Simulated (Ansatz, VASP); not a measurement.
**One calculation of GaMo, two programs**

```xyz
2
Lattice="0.0000 2.8458 2.8458 2.8458 0.0000 2.8458 2.8458 2.8458 0.0000" Properties=species:S:1:pos:R:3 pbc="T T T"
Ga    2.8458    2.8458    2.8458
Mo    4.2688    4.2688    4.2688
```

Alike in both runs: functional PBE; k mesh 6 × 6 × 6; occupations gaussian, width 0.2 eV; no spin polarisation.

Ansatz relaxed the structure, and its values are those at the end. VASP's run is a single point on that final structure, the one shown.

```csv
,VASP,Ansatz
version,VASP 6.6.1,Ansatz 0.2.0
potentials or method,"VASP PAW PBE potentials, release 64 (Ga_d, Mo_sv), cutoff 520 eV","scalar-relativistic, plane waves, PAW"
valence electrons in the cell,27,27
```

Ansatz gave:

| Quantity | Value |
| --- | --- |
| gap on the k mesh at the Fermi level (eV) | none |
| pressure (GPa) | 0.5 |

Which values does VASP return?

gap on the k mesh at the Fermi level (eV): none; pressure (GPa): 0.7.

A gap of «none» marks a metal or a gap that the smearing closes.
